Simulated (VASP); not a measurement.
# Ti (P6_3/mmc) in VASP: notebook

The runs below take Ti through single point, with r2SCAN.

Program: VASP 6.6.1. These are calculated values, not measurements. Logs are shortened: lines on timing, memory, paths and dates and some standing lists are left out, and cuts for length are marked.

## (1) The cell of the first run

It takes space group P6_3/mmc (No. 194, hexagonal). The conventional cell has a = 2.930 Å, b = 2.930 Å, c = 9.379 Å, α = 90.00°, β = 90.00°, γ = 120.00°. Ti (site symmetry -3m) has 12 Ti at 2.89 to 2.93 Å within 3.8 Å. Ti (site symmetry -6m2) has 12 Ti at 2.89 to 2.93 Å within 3.8 Å.

## (2) Single point, r2SCAN, collinear spin (17.43 Å³/atom)

POSCAR reads:

```
Ti
1.0
    2.9299726272      0.0000000000      0.0000000000
   -1.4649863136      2.5374307276      0.0000000000
    0.0000000000      0.0000000000      9.3785176860
Ti
4
Direct
    0.0000000000      0.0000000000      0.0000000000
    0.0000000000      0.0000000000      0.5000000000
    0.3333333333      0.6666666667      0.2500000000
    0.6666666667      0.3333333333      0.7500000000
```

INCAR.step1 reads:

```
PREC = Accurate ; ENCUT = 520
ISMEAR = -1 ; SIGMA = 0.05
LREAL = F ; LASPH = T
NELM = 150 ; ISPIN = 2
MAGMOM = 0.197 0.197 -0.129 -0.129 ; LMAXMIX = 4
NBANDS = 36 ; GGA = PE
ALGO = Normal ; EDIFF = 1E-4
LWAVE = T ; LCHARG = F
```

INCAR.step2 reads:

```
PREC = Accurate ; ENCUT = 520
EDIFF = 1E-6 ; ISMEAR = -1
SIGMA = 0.05 ; LREAL = F
LASPH = T ; NELM = 150
ALGO = Normal ; ISIF = 2
LWAVE = F ; LCHARG = F
ISPIN = 2 ; MAGMOM = 0.197 0.197 -0.129 -0.129
LORBIT = 11 ; LMAXMIX = 4
METAGGA = R2SCAN ; LMIXTAU = T
NBANDS = 36 ; ISTART = 1
```

KPOINTS reads:

```
Automatic mesh
0
Gamma
  16 16 5
```

Potentials or basis: VASP PAW PBE potentials, release 64 (Ti_sv).

Launch:

```console
> cat potpaw_PBE.64/Ti_sv/POTCAR > POTCAR
> cp INCAR.step1 INCAR
> mpirun -np 1 vasp_std > vasp.out
> cp INCAR.step2 INCAR
> mpirun -np 1 vasp_std > vasp.out
```

OUTCAR:

```text
PREC = Accurate
   ENCUT = 520
   EDIFF = 1E-6
   ISMEAR = -1
   LREAL = F
   LASPH = T
   NELM = 150
   ISIF = 2
   ISPIN = 2
   LORBIT = 11
   METAGGA = R2SCAN
   ISTART = 1

 ion  position               nearest neighbor table
   1  0.000  0.000  0.000-   3 2.89   4 2.89   4 2.89   3 2.89   4 2.89   3 2.89
   2  0.000  0.000  0.500-   3 2.89   4 2.89   4 2.89   3 2.89   4 2.89   3 2.89
   3  0.333  0.667  0.250-   1 2.89   2 2.89   1 2.89   2 2.89   1 2.89   2 2.89
   4  0.667  0.333  0.750-   1 2.89   2 2.89   1 2.89   2 2.89   1 2.89   2 2.89

  LATTYP: Found a hexagonal cell.
 ALAT       =     2.9299726272
 C/A-ratio  =     3.2008891820

  Lattice vectors:

 A1 = (   2.9299726272,   0.0000000000,   0.0000000000)
 A2 = (  -1.4649863136,   2.5374307276,   0.0000000000)
 A3 = (   0.0000000000,   0.0000000000,   9.3785176860)

Analysis of symmetry for initial positions (statically):
=====================================================================
 Subroutine PRICEL returns:
 Original cell was already a primitive cell.

 Routine SETGRP: Setting up the symmetry group for a
 hexagonal supercell.

 Subroutine GETGRP returns: Found 24 space group operations
 (whereof 12 operations were pure point group operations)
 out of a pool of 24 trial point group operations.

The static configuration has the point symmetry D_3d.
 The point group associated with its full space group is D_6h.

Analysis of symmetry for dynamics (positions and initial velocities):
=====================================================================
 Subroutine PRICEL returns:
 Original cell was already a primitive cell.

 Routine SETGRP: Setting up the symmetry group for a
 hexagonal supercell.

 Subroutine GETGRP returns: Found 24 space group operations
 (whereof 12 operations were pure point group operations)
 out of a pool of 24 trial point group operations.

The dynamic configuration has the point symmetry D_3d.
 The point group associated with its full space group is D_6h.

Analysis of structural, dynamic, and magnetic symmetry:
=====================================================================
 Subroutine PRICEL returns:
 Original cell was already a primitive cell.

 Routine SETGRP: Setting up the symmetry group for a
 hexagonal supercell.

 Subroutine GETGRP returns: Found 24 space group operations
 (whereof 12 operations were pure point group operations)
 out of a pool of 24 trial point group operations.

The overall configuration has the point symmetry D_3d.
 The point group associated with its full space group is D_6h.

 Subroutine INISYM returns: Found 24 space group operations
 (whereof 12 operations are pure point group operations),
 and found     1 'primitive' translations

----------------------------------------------------------------------------------------

                                     Primitive cell

  volume of cell :      69.7256

  direct lattice vectors                    reciprocal lattice vectors
     2.929972627  0.000000000  0.000000000     0.341300117  0.197049714  0.000000000
    -1.464986314  2.537430728  0.000000000     0.000000000  0.394099429  0.000000000
     0.000000000  0.000000000  9.378517686     0.000000000  0.000000000  0.106626658

  length of vectors
     2.929972627  2.929972627  9.378517686     0.394099429  0.394099429  0.106626658

  position of ions in fractional coordinates (direct lattice)
     0.000000000  0.000000000  0.000000000
     0.000000000  0.000000000  0.500000000
     0.333333333  0.666666667  0.250000000
     0.666666667  0.333333333  0.750000000

  ion indices of the primitive-cell ions
   primitive index   ion index
                 1           1
                 2           2
                 3           3
                 4           4

----------------------------------------------------------------------------------------

 KPOINTS: Automatic mesh

Automatic generation of k-mesh.
 Grid dimensions read from file:
 generate k-points for:   16   16    5

 Generating k-lattice:

  Cartesian coordinates                     Fractional coordinates (reciprocal lattice)
     0.021331257  0.012315607  0.000000000     0.062500000 -0.000000000  0.000000000
     0.000000000  0.024631214  0.000000000     0.000000000  0.062500000  0.000000000
     0.000000000  0.000000000  0.021325332     0.000000000  0.000000000  0.200000000

  Length of vectors
     0.024631214  0.024631214  0.021325332

  Shift w.r.t. Gamma in fractional coordinates (k-lattice)
     0.000000000  0.000000000  0.000000000

 Subroutine IBZKPT returns following result:
 ===========================================

 Found     90 irreducible k-points:

 Following reciprocal coordinates:
            Coordinates               Weight
  0.000000  0.000000  0.000000      1.000000
  0.062500  0.000000  0.000000      6.000000
  0.125000  0.000000  0.000000      6.000000
  0.187500  0.000000  0.000000      6.000000
  0.250000  0.000000  0.000000      6.000000
  0.312500  0.000000  0.000000      6.000000
[... 16 lines left out ...]
  0.187500  0.187500  0.000000      6.000000
  0.250000  0.187500  0.000000     12.000000
 [... further k-points ...]
   k-points           NKPTS =     90   k-points in BZ     NKDIM =     90   number of bands    NBANDS=     36
   number of dos      NEDOS =    301   number of ions     NIONS =      4
   total plane-waves  NPLWV =  40320
   dimension x,y,z NGX =    24 NGY =   24 NGZ =   70
   dimension x,y,z NGXF=    48 NGYF=   48 NGZF=  140
   ions per type =               4
   NGX,Y,Z   is equivalent  to a cutoff of  13.62, 13.62, 12.41 a.u.
   NGXF,Y,Z  is equivalent  to a cutoff of  27.24, 27.24, 24.82 a.u.
 SYSTEM =  unknown system
   PREC   = accura    normal or accurate (medium, high low for compatibility)
   ISTART =      1    job   : 0-new  1-cont  2-samecut
   ICHARG =      0    charge: 1-file 2-atom 10-const
   ISPIN  =      2    spin polarized calculation?
   LNONCOLLINEAR =      F non collinear calculations
   LSORBIT =      F    spin-orbit coupling
   LASPH  =      T    aspherical Exc in radial PAW
   ENCUT  =  520.0 eV  38.22 Ry    6.18 a.u.   5.45  5.45 17.44*2*pi/ulx,y,z
   NELM   =    150;   NELMIN=  2; NELMDL=  0     # of ELM steps
   EDIFF  = 0.1E-05   stopping-criterion for ELM
   LREAL  =      F    real-space projection
   EDIFFG = 0.1E-04   stopping-criterion for IOM
   NSW    =      0    number of steps for IOM
   IBRION =     -1    ionic relax: 0-MD 1-quasi-New 2-CG
   NFREE  =      0    steps in history (QN), initial steepest desc. (CG)
   ISIF   =      2    stress and relaxation
   ISYM   =      2    0-nonsym 1-usesym 2-fastsym
   POTIM  = 0.5000    time-step for ionic-motion
   TEBEG  =    0.0;   TEEND  =   0.0 temperature during run
   PSTRESS=    0.0 pullay stress
   NELECT =      48.0000    total number of electrons
   NUPDOWN=      -1.0000    fix difference up-down
   EMIN   =  10.00;   EMAX   =-10.00  energy-range for DOS
   EFERMI =   0.00;   METHOD = LEGACY
   ISMEAR =    -1;   SIGMA  =   0.05  broadening in eV -4-tet -1-fermi 0-gaus
   EFERMI_NEDOS =   21; number of points for ismear=-14 and -15
   IALGO  =     38    algorithm
   IMIX   =      4    mixing-type and parameters
     AMIX     =   0.40;   BMIX     =  1.00
     AMIX_MAG =   1.60;   BMIX_MAG =  1.00
  volume/ion in A,a.u.               =      17.43       117.63
  Fermi-wavevector in a.u.,A,eV,Ry     =   1.445522  2.731640 28.429819  2.089533
  Thomas-Fermi vector in A             =   2.563694
   LORBIT       =     11    0 simple, 1 ext, 2 COOP (PROOUT), +10 PAW based schemes
   METAGGA = R2SCAN    functional components
   LHFCALC =     F    Hartree Fock is set to
   AEXX    =    0.0000 exact exchange contribution
   IVDW    =     0    specifies the selected vdW correction
   LEPSILON=     F    determine dielectric tensor
   LRPA    =     F    only Hartree local field effects (RPA)
 spin polarized calculation
  energy-cutoff  :      520.00
  volume of cell :       69.73
 maximum number of plane-waves:      1931
 NGX is ok and might be reduce to    24
   NGX = 11   NGY = 11   NGZ = 35

 number of electron      47.9999991 magnetization       0.0037699

 Free energy of the ion-electron system (eV)
  ---------------------------------------------------
  ext. energy  EPLUGINS =         0.00000000
  ---------------------------------------------------
  free energy    TOTEN  =       -51.64052076 eV

  energy without entropy =      -51.59729770  energy(sigma->0) =      -51.61890923

 E-fermi :   8.2720     XC(G=0): -12.3885

 val. band max:        8.2715319309   @ k =   0.1875   0.1875   0.2000
 cond. band min:       8.2720914496   @ k =   0.3125   0.3125   0.4000
 fundamental gap:      0.0005595188
 Fermi energy:         8.2719572463

 spin component 1

 k-point     1 :       0.0000    0.0000    0.0000
  band No.  band energies     occupation
      1     -50.8887      1.00000
      2     -50.8300      1.00000
      3     -50.8106      1.00000
      4     -50.7510      1.00000
      5     -26.4149      1.00000
      6     -26.0819      1.00000
[... 28 lines left out ...]
     35      10.9473      0.00000
     36      10.9473      0.00000
[... 866 lines left out ...]
      6     -26.2226      1.00000
[... 28 lines left out ...]
     35      11.8115      0.00000
     36      12.0558      0.00000

 [... further k-points ...]

 spin component 2

 k-point     1 :       0.0000    0.0000    0.0000
  band No.  band energies     occupation
      1     -50.8884      1.00000
      2     -50.8327      1.00000
      3     -50.8063      1.00000
      4     -50.7496      1.00000
      5     -26.4135      1.00000
      6     -26.0769      1.00000
[... 28 lines left out ...]
     35      10.9468      0.00000
     36      10.9468      0.00000
[... 866 lines left out ...]
      6     -26.2209      1.00000
[... 28 lines left out ...]
     35      11.8101      0.00000
     36      12.0604      0.00000

 [... further k-points ...]

------------------------ aborting loop because EDIFF is reached ----------------------------------------

  FORCE on cell =-STRESS in cart. coord.  units (eV):
  Direction    XX          YY          ZZ          XY          YZ          ZX
  --------------------------------------------------------------------------------------
  -------------------------------------------------------------------------------------
  Total        0.1162230      0.1162230      0.0258942      0.0000000      0.0000000      0.0000000
  in kB        2.6706115      2.6706115      0.5950064      0.0000000      0.0000000      0.0000000
  external PRESSURE =       1.9787432 kB  Pullay stress =       0.0000000 kB

 VOLUME and BASIS-vectors are now :
 -----------------------------------------------------------------------------
  energy-cutoff  :      520.00
  volume of cell :       69.73
      direct lattice vectors                 reciprocal lattice vectors
     2.929972627  0.000000000  0.000000000     0.341300117  0.197049714  0.000000000
    -1.464986314  2.537430728  0.000000000     0.000000000  0.394099429  0.000000000
     0.000000000  0.000000000  9.378517686     0.000000000  0.000000000  0.106626658

 POSITION                                       TOTAL-FORCE (eV/Angst)
 -----------------------------------------------------------------------------------
      0.00000      0.00000      0.00000         0.000000      0.000000     -0.000000
      0.00000      0.00000      4.68926         0.000000      0.000000     -0.000000
     -0.00000      1.69162      2.34463         0.000000     -0.000000     -0.000000
      1.46499      0.84581      7.03389        -0.000000      0.000000      0.000000
 -----------------------------------------------------------------------------------
    total drift:                               -0.000000      0.000000      0.000000

  FREE ENERGIE OF THE ION-ELECTRON SYSTEM (eV)
  ---------------------------------------------------
  free  energy   TOTEN  =       -51.6405207630 eV

  energy  without entropy=      -51.5972977006  energy(sigma->0) =      -51.61890923

 total charge

# of ion       s       p       d       tot
------------------------------------------
    1        2.246   6.137   1.824  10.207
    2        2.246   6.137   1.824  10.207
    3        2.246   6.142   1.824  10.213
    4        2.246   6.142   1.824  10.213
--------------------------------------------------
tot          8.983  24.560   7.297  40.840

 magnetization (x)

# of ion       s       p       d       tot
------------------------------------------
    1        0.000   0.000   0.004   0.004
    2        0.000   0.000   0.004   0.004
    3       -0.000  -0.000  -0.002  -0.002
    4       -0.000  -0.000  -0.002  -0.002
--------------------------------------------------
tot          0.000   0.000   0.003   0.003
```

It took 56 min on 1 thread of Oxide Virtual Turin-like, shared host; peak memory 0.42 GiB.

Results:

- Free energy: -51.6405 eV
- Pressure: 0.2 GPa
- Band gap on the k mesh: zero (filled and empty bands overlap)
- Net moment: 0.00 μB per cell
- Valence electrons inside the program's atomic spheres: Ti 10.21

Levels at points of the mesh, in eV from the Fermi level:
Spin up:
```csv
k point,band 22,band 23,band 24,band 25,band 26,band 27
"(0.00, 0.00, 0.00)",0.12,0.55,0.78,0.78,0.84,0.84
"(0.50, 0.00, 0.00)",-1.29,-1.13,-0.25,0.14,0.75,1.19
```
Spin down:
| k point | band 20 | band 21 | band 22 | band 23 | band 24 | band 25 | band 26 | band 27 | band 28 | band 29 |
| --- | --- | --- | --- | --- | --- | --- | --- | --- | --- | --- |
| (0.00, 0.00, 0.00) | -2.77 | 0.06 | 0.13 | 0.55 | 0.78 | 0.78 | 0.85 | 0.85 | 1.01 | 1.16 |
| (0.50, 0.00, 0.00) | -2.00 | -1.43 | -1.29 | -1.13 | -0.25 | 0.14 | 0.75 | 1.19 | 1.30 | 2.01 |

Caveat: the PAW data sets were made with another functional, which shifts forces and pressure a little.

## (3) Single point, r2SCAN, collinear spin (16.73 Å³/atom)

This run uses another cell than the first one, of 16.73 Å³/atom.

POSCAR reads:

```
Ti
1.0
    2.8903735483      0.0000000000      0.0000000000
   -1.4451867741      2.5031369193      0.0000000000
    0.0000000000      0.0000000000      9.2517654226
Ti
4
Direct
    0.0000000000      0.0000000000      0.0000000000
    0.0000000000      0.0000000000      0.5000000000
    0.3333333333      0.6666666667      0.2500000000
    0.6666666667      0.3333333333      0.7500000000
```

INCAR.step1 reads:

```
PREC = Accurate
ENCUT = 520
ISMEAR = -1
SIGMA = 0.05
LREAL = F
LASPH = T
NELM = 150
ISPIN = 2
MAGMOM = 0.197 0.197 -0.129 -0.129
LMAXMIX = 4
NBANDS = 36
GGA = PE
ALGO = Normal
EDIFF = 1E-4
LWAVE = T
LCHARG = F
```

INCAR.step2 reads:

```
PREC = Accurate
ENCUT = 520
EDIFF = 1E-6
ISMEAR = -1
SIGMA = 0.05
LREAL = F
LASPH = T
NELM = 150
ALGO = Normal
ISIF = 2
LWAVE = F
LCHARG = F
ISPIN = 2
MAGMOM = 0.197 0.197 -0.129 -0.129
LORBIT = 11
LMAXMIX = 4
METAGGA = R2SCAN
LMIXTAU = T
NBANDS = 36
ISTART = 1
```

KPOINTS is that of step 2.

Potentials or basis: VASP PAW PBE potentials, release 64 (Ti_sv).

Launch:

```console
> cat potpaw_PBE.64/Ti_sv/POTCAR > POTCAR
> cp INCAR.step1 INCAR
> mpirun -np 1 vasp_std > vasp.out
> cp INCAR.step2 INCAR
> mpirun -np 1 vasp_std > vasp.out
```

It took 39 min on 1 thread of Oxide Virtual Turin-like, shared host; peak memory 0.41 GiB.

The run converged. Its results:

```
Free energy                                           : -51.5911 eV
Pressure                                              : 5.3 GPa
Band gap on the k mesh                                : zero (filled and empty bands overlap)
Net moment                                            : 0.00 μB per cell
Valence electrons inside the program's atomic spheres : Ti 10.26
```

Stress tensor (GPa, compression positive):
```
5.51 0.00 0.00
0.00 5.51 0.00
0.00 0.00 5.02
```

Levels at points of the mesh, in eV from the Fermi level:
Spin up:
```
           k point  band 20  band 21  band 22  band 23  band 24  band 25  band 26  band 27  band 28  band 29
(0.00, 0.00, 0.00)    -2.87     0.06     0.12     0.67     0.80     0.80     0.87     0.87     1.04     1.21
(0.50, 0.00, 0.00)    -2.06    -1.47    -1.35    -1.18    -0.21     0.13     0.76     1.25     1.43     2.10
```
Spin down:
```
           k point  band 22  band 23  band 24  band 25  band 26  band 27
(0.00, 0.00, 0.00)     0.12     0.67     0.80     0.80     0.87     0.87
(0.50, 0.00, 0.00)    -1.35    -1.18    -0.21     0.13     0.76     1.25
```

Caveat: the cell stands under pressure; the PAW data sets were made with another functional, which shifts forces and pressure a little.
